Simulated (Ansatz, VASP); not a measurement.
## SiO2: VASP beside Ansatz

```
Si O
1.0
     3.80790    0.00000    0.00000
     0.00000    3.80790    0.00000
     0.00000    0.00000    3.80790
Si O
2 4
Direct
  0.00000 0.00000 0.00000
  0.50000 0.50000 0.50000
  0.25000 0.25000 0.25000
  0.25000 0.75000 0.75000
  0.75000 0.75000 0.25000
  0.75000 0.25000 0.75000
```

Alike in both runs: task relaxation of cell and atoms; functional PBE; k mesh 6 × 6 × 6; occupations gaussian, width 0.02 eV; no spin polarisation.

|  | VASP | Ansatz |
| --- | --- | --- |
| version | VASP 6.6.1 | Ansatz 0.2.0 |
| potentials or method | VASP PAW PBE potentials, release 64 (Si, O), cutoff 600 eV | scalar-relativistic, plane waves, PAW |
| valence electrons in the cell | 32 | 32 |

|  | VASP | Ansatz | Ansatz less VASP |
| --- | --- | --- | --- |
| gap on the k mesh at the Fermi level, each at its own relaxed structure (eV) | 4.54 | 4.52 | -0.022 |
| relaxed volume (Å³/atom) | 9.19 | 9.20 | +0.013 |
| relaxed length of the cell vector where the two differ most in proportion (Å) | 3.806 | 3.808 | +0.0018 |
